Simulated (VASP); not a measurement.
Here is a VASP 6.6.1 calculation.

INCAR

```
SYSTEM = GaSb
  PREC = Accurate
  ENCUT = 520
  EDIFF = 1E-7
  ISMEAR = 0
  SIGMA = 0.15
  LREAL = .False.
  LASPH = .True.
  NELM = 80
  ALGO = Normal
  ISIF = 2
  LWAVE = .False.
  LCHARG = .False.
  GGA = PS
  NBANDS = 16
```

Contents of KPOINTS:

```
regular mesh
0
Gamma
  18 18 18
  0 0 0
```

Contents of POSCAR:

```
GaSb
1.0
    0.0000000000      2.9792237448      2.9028333923
    2.9792237448      0.0000000000      2.9028333923
    2.9792237448      2.9792237448      0.0000000000
Ga Sb
1 1
Direct
    0.0000000000      0.0000000000      0.0000000000
    0.7500000000      0.7500000000      0.7500000000
```

Potentials or basis: VASP PAW PBE potentials, release 64 (Ga_d, Sb).

Run with:

```sh
$ cat potpaw_PBE.64/Ga_d/POTCAR potpaw_PBE.64/Sb/POTCAR > POTCAR
$ mpirun -np 1 vasp_std > vasp.out
```

Problem. Predict the band gap on the k mesh.

Solution. 0.38 eV (least direct gap 0.66 eV).

Problem. Estimate the pressure.

Solution. 6.8 GPa.

Stress tensor (GPa, compression positive):
```
6.47 0.00 0.00
0.00 6.47 0.00
0.00 0.00 7.56
```

Caveat: the cell differs from its parent crystal (strain -0.025 along x and y, -0.050 along z); the cell stands under pressure; semilocal functionals underestimate gaps, and a narrow one can read as zero; the PAW data sets were made with another functional, which shifts forces and pressure a little; spin-orbit coupling is left out, which moves the levels of the heavy elements. A k mesh can miss the band edges.
